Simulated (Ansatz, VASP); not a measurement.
## P: VASP beside Ansatz

```
P
1.0
     6.18962    3.57358    1.06828
    -6.18962    3.57358    1.06828
     0.00000   -7.14716    1.06828
P
6
Direct
  0.78770 0.18541 0.78770
  0.21230 0.21230 0.81459
  0.18541 0.78770 0.78770
  0.81459 0.21230 0.21230
  0.78770 0.78770 0.18541
  0.21230 0.81459 0.21230
```

Alike in both runs: functional PBE; k mesh 6 × 6 × 6; occupations gaussian, width 0.1 eV; no spin polarisation.

Ansatz relaxed the structure, and its values are those at the end. VASP's run is a single point on that final structure, the one shown.

|  | VASP | Ansatz |
| --- | --- | --- |
| version | VASP 6.6.1 | Ansatz 0.2.0 |
| potentials or method | VASP PAW PBE potentials, release 64 (P), cutoff 520 eV | scalar-relativistic, plane waves, PAW |
| valence electrons in the cell | 30 | 30 |

Ansatz gave:

| Quantity | Value |
| --- | --- |
| gap on the k mesh at the Fermi level (eV) | none |
| pressure (GPa) | 0.1 |
| rms of the force components (eV/Å) | 0.004 |

**Question.** Estimate VASP's values.

**Answer.** gap on the k mesh at the Fermi level (eV): none; pressure (GPa): -0.1; rms of the force components (eV/Å): 0.039.

A gap of «none» marks a metal or a gap that the smearing closes. With one functional, cell and mesh, what is left measures potentials, basis and numerics.
